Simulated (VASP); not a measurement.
A run of VASP 6.6.1:

INCAR

```
SYSTEM = Cu
PREC = Accurate
ENCUT = 520
EDIFF = 1E-7
ISMEAR = -1
SIGMA = 0.05
LREAL = .FALSE.
LASPH = .TRUE.
NELM = 60
ALGO = Normal
ISIF = 2
LWAVE = .FALSE.
LCHARG = .FALSE.
GGA = PS
NBANDS = 18
```

KPOINTS

```
regular mesh
0
G
  12 12 7
  0 0 0
```

POSCAR

```
Cu
1.0
    2.4152541162      0.0000000000      0.0000000000
   -1.2076270581      2.0916714212      0.0000000000
    0.0000000000      0.0000000000      3.9387346985
Cu
2
Direct
    0.6666666667      0.3333333333      0.7500000000
    0.3333333333      0.6666666667      0.2500000000
```

Potentials or basis: VASP PAW PBE potentials, release 64 (Cu).

Command:

```console
$ cat potpaw_PBE.64/Cu/POTCAR > POTCAR
$ mpirun -np 1 vasp_std > vasp.out
```

Hardware: 1 thread of Intel Xeon 8259CL, on a shared host.

Problem. How long does it take, and how much memory?

Solution. It took 41 s on 1 thread of Intel Xeon 8259CL (shared host), peak memory 0.14 GiB. Counts: scf iterations 13, k points 76.
